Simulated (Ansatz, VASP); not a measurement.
**Two plane-wave programs on Co**

```
CELL_PARAMETERS angstrom
2.49352 0.00000 0.00000
-1.24676 2.15945 0.00000
0.00000 0.00000 4.02778
ATOMIC_POSITIONS crystal
Co 0.33333 0.66667 0.25000
Co 0.66667 0.33333 0.75000
```

Alike in both runs: task single point; functional PBE; k mesh 14 × 14 × 8; occupations methfessel-paxton of order 1, width 0.03 eV; collinear spin.

```csv
,VASP,Ansatz
version,VASP 6.6.1,Ansatz 0.2.0
potentials or method,"VASP PAW PBE potentials, release 64 (Co), cutoff 520 eV","plane waves (420 eV) with PAW, scalar-relativistic"
valence electrons in the cell,18,34
```

Ansatz gave:

- pressure (GPa): 0.0
- traceless stress, the component that is largest in VASP (GPa): -0.14
- net moment per atom (μB): 1.59
- size of the moment on the site where the two differ most (μB): 1.67

Task: What did VASP give for the same quantities?

Result: Pressure (GPa): -1.0; traceless stress, the component that is largest in VASP (GPa): 0.08; net moment per atom (μB): 1.57; size of the moment on the site where the two differ most (μB): 1.59.

Site moments also hang on the region over which each program counts them. With one functional, cell and mesh, what is left measures potentials, basis and numerics. VASP's potentials hold 18 valence electrons a cell and Ansatz's 34, so a difference there can come from the potentials and not from the codes. Ansatz's warnings: stability check not made.
